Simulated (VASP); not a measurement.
# Na3H2 (P-3m1) in VASP: a series of runs

The runs below take Na3H2 through single point, relaxation of cell and atoms, with PBE.

Program: VASP 6.6.1. These are calculated values, not measurements. Logs are shortened: lines on timing, memory, paths and dates and some standing lists are left out, and cuts for length are marked.

### 1 The cell of the first run

The structure is trigonal, space group P-3m1 (No. 164). The conventional cell has a = 3.442 Å, b = 3.442 Å, c = 8.871 Å, α = 90.00°, β = 90.00°, γ = 120.00°. Na (site symmetry -3m) has 6 H at 2.43 Å within 3.2 Å. Within 3.2 Å of Na (site symmetry 3m) lie 3 H at 2.46 Å. Within 3.2 Å of H (site symmetry 3m) lie 6 Na at 2.43 to 2.46 Å.

### 2 Single point, PBE

INCAR

```
ALGO = Normal ; EDIFF = 1E-6
ENCUT = 500 ; GGA = PE
GGA_COMPAT = F ; ISIF = 2
ISMEAR = 0 ; LASPH = T
LCHARG = F ; LREAL = F
LWAVE = F ; NBANDS = 20
NELM = 120 ; PREC = Accurate
SIGMA = 0.1
```

KPOINTS

```
k-points
0
Gamma
  6 6 4
```

POSCAR

```
Na3H2
1.0
    3.4420328257      0.0000000000      0.0000000000
   -1.7210164129      2.9808878677      0.0000000000
    0.0000000000      0.0000000000      8.8712184913
Na H
3 2
Direct
    0.0000000000      0.0000000000      0.0000000000
    0.3333333333      0.6666666667      0.6801362035
    0.6666666667      0.3333333333      0.3198637965
    0.3333333333      0.6666666667      0.1571503798
    0.6666666667      0.3333333333      0.8428496202
```

Potentials or basis: VASP PAW PBE potentials, release 64 (Na_pv, H).

Started as:

```console
cat potpaw_PBE.64/Na_pv/POTCAR potpaw_PBE.64/H/POTCAR > POTCAR
mpirun -np 1 vasp_std > vasp.out
```

OUTCAR:

```text
EDIFF = 1E-6
   ENCUT = 500
   GGA = PE
   ISIF = 2
   ISMEAR = 0
   LASPH = T
   LREAL = F
   NELM = 120
   PREC = Accurate

 ion  position               nearest neighbor table
   1  0.000  0.000  0.000-
   2  0.333  0.667  0.680-
   3  0.667  0.333  0.320-
   4  0.333  0.667  0.157-
   5  0.667  0.333  0.843-

  LATTYP: Found a hexagonal cell.
 ALAT       =     3.4420328257
 C/A-ratio  =     2.5773195494

  Lattice vectors:

 A1 = (   3.4420328257,   0.0000000000,   0.0000000000)
 A2 = (  -1.7210164129,   2.9808878677,   0.0000000000)
 A3 = (   0.0000000000,   0.0000000000,   8.8712184913)

Analysis of symmetry for initial positions (statically):
=====================================================================
 Subroutine PRICEL returns:
 Original cell was already a primitive cell.

 Routine SETGRP: Setting up the symmetry group for a
 hexagonal supercell.

 Subroutine GETGRP returns: Found 12 space group operations
 (whereof 12 operations were pure point group operations)
 out of a pool of 24 trial point group operations.

The static configuration has the point symmetry D_3d.

Analysis of symmetry for dynamics (positions and initial velocities):
=====================================================================
 Subroutine PRICEL returns:
 Original cell was already a primitive cell.

 Routine SETGRP: Setting up the symmetry group for a
 hexagonal supercell.

 Subroutine GETGRP returns: Found 12 space group operations
 (whereof 12 operations were pure point group operations)
 out of a pool of 24 trial point group operations.

The dynamic configuration has the point symmetry D_3d.

 Subroutine INISYM returns: Found 12 space group operations
 (whereof 12 operations are pure point group operations),
 and found     1 'primitive' translations

----------------------------------------------------------------------------------------

                                     Primitive cell

  volume of cell :      91.0215

  direct lattice vectors                    reciprocal lattice vectors
     3.442032826  0.000000000  0.000000000     0.290525992  0.167735259  0.000000000
    -1.721016413  2.980887868  0.000000000     0.000000000  0.335470519  0.000000000
     0.000000000  0.000000000  8.871218491     0.000000000  0.000000000  0.112724086

  length of vectors
     3.442032826  3.442032826  8.871218491     0.335470519  0.335470519  0.112724086

  position of ions in fractional coordinates (direct lattice)
     0.000000000  0.000000000  0.000000000
     0.333333333  0.666666667  0.680136203
     0.666666667  0.333333333  0.319863797
     0.333333333  0.666666667  0.157150380
     0.666666667  0.333333333  0.842849620

  ion indices of the primitive-cell ions
   primitive index   ion index
                 1           1
                 2           2
                 3           3
                 4           4
                 5           5

----------------------------------------------------------------------------------------

 KPOINTS: k-points

Automatic generation of k-mesh.
 Grid dimensions read from file:
 generate k-points for:    6    6    4

 Generating k-lattice:

  Cartesian coordinates                     Fractional coordinates (reciprocal lattice)
     0.048420999  0.027955877  0.000000000     0.166666667  0.000000000  0.000000000
     0.000000000  0.055911753  0.000000000     0.000000000  0.166666667  0.000000000
     0.000000000  0.000000000  0.028181022     0.000000000  0.000000000  0.250000000

  Length of vectors
     0.055911753  0.055911753  0.028181022

  Shift w.r.t. Gamma in fractional coordinates (k-lattice)
     0.000000000  0.000000000  0.000000000

 Subroutine IBZKPT returns following result:
 ===========================================

 Found     24 irreducible k-points:

 Following reciprocal coordinates:
            Coordinates               Weight
  0.000000  0.000000  0.000000      1.000000
  0.166667  0.000000  0.000000      6.000000
  0.333333  0.000000  0.000000      6.000000
  0.500000  0.000000  0.000000      3.000000
  0.166667  0.166667  0.000000      6.000000
  0.333333  0.166667  0.000000     12.000000
[... 16 lines left out ...]
  0.333333  0.166667  0.500000     12.000000
  0.333333  0.333333  0.500000      2.000000
   k-points           NKPTS =     24   k-points in BZ     NKDIM =     24   number of bands    NBANDS=     20
   number of dos      NEDOS =    301   number of ions     NIONS =      5
   total plane-waves  NPLWV =  54880
   dimension x,y,z NGX =    28 NGY =   28 NGZ =   70
   dimension x,y,z NGXF=    56 NGYF=   56 NGZF=  140
   ions per type =               3   2
   NGX,Y,Z   is equivalent  to a cutoff of  13.52, 13.52, 13.12 a.u.
   NGXF,Y,Z  is equivalent  to a cutoff of  27.05, 27.05, 26.24 a.u.
 SYSTEM =  unknown system
   PREC   = accura    normal or accurate (medium, high low for compatibility)
   ISTART =      0    job   : 0-new  1-cont  2-samecut
   ICHARG =      2    charge: 1-file 2-atom 10-const
   ISPIN  =      1    spin polarized calculation?
   LNONCOLLINEAR =      F non collinear calculations
   LSORBIT =      F    spin-orbit coupling
   LASPH  =      T    aspherical Exc in radial PAW
   ENCUT  =  500.0 eV  36.75 Ry    6.06 a.u.   6.28  6.28 16.17*2*pi/ulx,y,z
   NELM   =    120;   NELMIN=  2; NELMDL= -5     # of ELM steps
   EDIFF  = 0.1E-05   stopping-criterion for ELM
   LREAL  =      F    real-space projection
   EDIFFG = 0.1E-04   stopping-criterion for IOM
   NSW    =      0    number of steps for IOM
   IBRION =     -1    ionic relax: 0-MD 1-quasi-New 2-CG
   NFREE  =      0    steps in history (QN), initial steepest desc. (CG)
   ISIF   =      2    stress and relaxation
   ISYM   =      2    0-nonsym 1-usesym 2-fastsym
   POTIM  = 0.5000    time-step for ionic-motion
   TEBEG  =    0.0;   TEEND  =   0.0 temperature during run
   PSTRESS=    0.0 pullay stress
   NELECT =      23.0000    total number of electrons
   NUPDOWN=      -1.0000    fix difference up-down
   EMIN   =  10.00;   EMAX   =-10.00  energy-range for DOS
   EFERMI =   0.00;   METHOD = LEGACY
   ISMEAR =     0;   SIGMA  =   0.10  broadening in eV -4-tet -1-fermi 0-gaus
   EFERMI_NEDOS =   21; number of points for ismear=-14 and -15
   IALGO  =     38    algorithm
   IMIX   =      4    mixing-type and parameters
     AMIX     =   0.40;   BMIX     =  1.00
     AMIX_MAG =   1.60;   BMIX_MAG =  1.00
  volume/ion in A,a.u.               =      18.20       122.85
  Fermi-wavevector in a.u.,A,eV,Ry     =   1.034990  1.955847 14.574618  1.071204
  Thomas-Fermi vector in A             =   2.169312
   LORBIT       =      0    0 simple, 1 ext, 2 COOP (PROOUT), +10 PAW based schemes
   GGA     = PE    functional components
   LHFCALC =     F    Hartree Fock is set to
   AEXX    =    0.0000 exact exchange contribution
   IVDW    =     0    specifies the selected vdW correction
   LEPSILON=     F    determine dielectric tensor
   LRPA    =     F    only Hartree local field effects (RPA)
 non-spin polarized calculation
 Gauss-broadening in eV      SIGMA  =   0.10
  energy-cutoff  :      500.00
  volume of cell :       91.02
 maximum number of plane-waves:      2325
 NGX is ok and might be reduce to    28
   NGX = 13   NGY = 13   NGZ = 33

 number of electron      22.9999996 magnetization

 Free energy of the ion-electron system (eV)
  ---------------------------------------------------
  ext. energy  EPLUGINS =         0.00000000
  ---------------------------------------------------
  free energy    TOTEN  =       -11.24418914 eV

  energy without entropy =      -11.24023092  energy(sigma->0) =      -11.24221003

 E-fermi :   1.0235     XC(G=0):  -7.3705

 val. band max:        0.9380187215   @ k =   0.0000   0.3333   0.2500
 cond. band min:       1.0265593106   @ k =   0.3333   0.0000   0.5000
 fundamental gap:      0.0885405891
 Fermi energy:         1.0234857982

 k-point     1 :       0.0000    0.0000    0.0000
  band No.  band energies     occupation
      1     -23.7460      2.00000
      2     -23.7324      2.00000
      3     -23.7324      2.00000
      4     -23.7324      2.00000
      5     -23.7308      2.00000
      6     -23.7308      2.00000
[... 12 lines left out ...]
     19      12.6463      0.00000
     20      12.6477      0.00000

 k-point     2 :       0.1667    0.0000    0.0000
  band No.  band energies     occupation
      1     -23.7493      2.00000
      2     -23.7475      2.00000
      3     -23.7420      2.00000
      4     -23.7363      2.00000
      5     -23.7342      2.00000
      6     -23.7291      2.00000
[... 12 lines left out ...]
     19      11.0004      0.00000
     20      12.0476      0.00000

 k-point     3 :       0.3333    0.0000    0.0000
  band No.  band energies     occupation
      1     -23.7807      2.00000
      2     -23.7789      2.00000
      3     -23.7440      2.00000
      4     -23.7412      2.00000
      5     -23.7353      2.00000
      6     -23.7249      2.00000
[... 12 lines left out ...]
     19       9.6609      0.00000
     20      10.1723      0.00000

 k-point     4 :       0.5000    0.0000    0.0000
  band No.  band energies     occupation
      1     -23.7961      2.00000
      2     -23.7948      2.00000
      3     -23.7479      2.00000
      4     -23.7447      2.00000
      5     -23.7313      2.00000
      6     -23.7234      2.00000
[... 429 lines left out ...]
 k-point    23 :       0.3333    0.1667    0.5000
  band No.  band energies     occupation
      1     -23.7886      2.00000
      2     -23.7858      2.00000
      3     -23.7561      2.00000
      4     -23.7534      2.00000
      5     -23.7299      2.00000
      6     -23.7246      2.00000
[... 12 lines left out ...]
     19       8.2160      0.00000
     20       8.6181      0.00000

 k-point    24 :       0.3333    0.3333    0.5000
  band No.  band energies     occupation
      1     -23.7779      2.00000
      2     -23.7765      2.00000
      3     -23.7765      2.00000
      4     -23.7726      2.00000
      5     -23.7257      2.00000
      6     -23.7257      2.00000
[... 12 lines left out ...]
     19       7.8066      0.00000
     20       7.8066      0.00000

------------------------ aborting loop because EDIFF is reached ----------------------------------------

  FORCE on cell =-STRESS in cart. coord.  units (eV):
  Direction    XX          YY          ZZ          XY          YZ          ZX
  --------------------------------------------------------------------------------------
  -------------------------------------------------------------------------------------
  Total       -0.0632027     -0.0632027      0.1616715      0.0000000      0.0000000      0.0000000
  in kB       -1.1125054     -1.1125054      2.8457725      0.0000000      0.0000000      0.0000000
  external PRESSURE =       0.2069206 kB  Pullay stress =       0.0000000 kB

 VOLUME and BASIS-vectors are now :
 -----------------------------------------------------------------------------
  energy-cutoff  :      500.00
  volume of cell :       91.02
      direct lattice vectors                 reciprocal lattice vectors
     3.442032826  0.000000000  0.000000000     0.290525992  0.167735259  0.000000000
    -1.721016413  2.980887868  0.000000000     0.000000000  0.335470519  0.000000000
     0.000000000  0.000000000  8.871218491     0.000000000  0.000000000  0.112724086

 POSITION                                       TOTAL-FORCE (eV/Angst)
 -----------------------------------------------------------------------------------
      0.00000      0.00000      0.00000        -0.000000      0.000000      0.000000
     -0.00000      1.98726      6.03364         0.000000      0.000000     -0.000276
      1.72102      0.99363      2.83758        -0.000000     -0.000000      0.000276
     -0.00000      1.98726      1.39412        -0.000000     -0.000000      0.006912
      1.72102      0.99363      7.47710        -0.000000      0.000000     -0.006912
 -----------------------------------------------------------------------------------
    total drift:                               -0.000000      0.000000      0.000000

  FREE ENERGIE OF THE ION-ELECTRON SYSTEM (eV)
  ---------------------------------------------------
  free  energy   TOTEN  =       -11.2441891384 eV

  energy  without entropy=      -11.2402309187  energy(sigma->0) =      -11.24221003
```

Wall time 18 s (1 thread of Intel Xeon 6975P-C (Granite Rapids), shared host); peak memory 0.22 GiB.

What came out:

```yaml
Free_energy: -11.2442 eV
Pressure: 0.0 GPa
Largest_force: 0.007 eV/Å
Band_gap_on_the_k_mesh: zero (an odd number of electrons rules out a gap without spin polarisation)
```

Forces on the atoms (eV/Å):
```
Na   0.000  0.000  0.000
Na   0.000  0.000  0.000
Na   0.000  0.000  0.000
H    0.000  0.000  0.007
H    0.000  0.000 -0.007
```

Stress tensor (GPa, compression positive):
```
-0.11  0.00  0.00
 0.00 -0.11  0.00
 0.00  0.00  0.28
```

Levels at points of the mesh, in eV from the Fermi level:
| k point | band 8 | band 9 | band 10 | band 11 | band 12 | band 13 | band 14 | band 15 | band 16 | band 17 |
| --- | --- | --- | --- | --- | --- | --- | --- | --- | --- | --- |
| (0.00, 0.00, 0.00) | -24.54 | -24.54 | -5.68 | -4.38 | -1.99 | 2.43 | 3.41 | 7.74 | 8.37 | 11.05 |
| (0.50, 0.00, 0.00) | -24.57 | -24.56 | -3.23 | -2.89 | 1.09 | 1.95 | 2.14 | 2.48 | 6.05 | 6.59 |
| (0.00, 0.00, 0.50) | -24.54 | -24.54 | -5.59 | -4.62 | -1.42 | 0.89 | 5.95 | 6.52 | 8.82 | 9.24 |
| (0.50, 0.00, 0.50) | -24.57 | -24.56 | -3.21 | -2.90 | 1.06 | 1.32 | 2.64 | 3.55 | 4.93 | 5.05 |

(Part 1 of 3 ends here.)
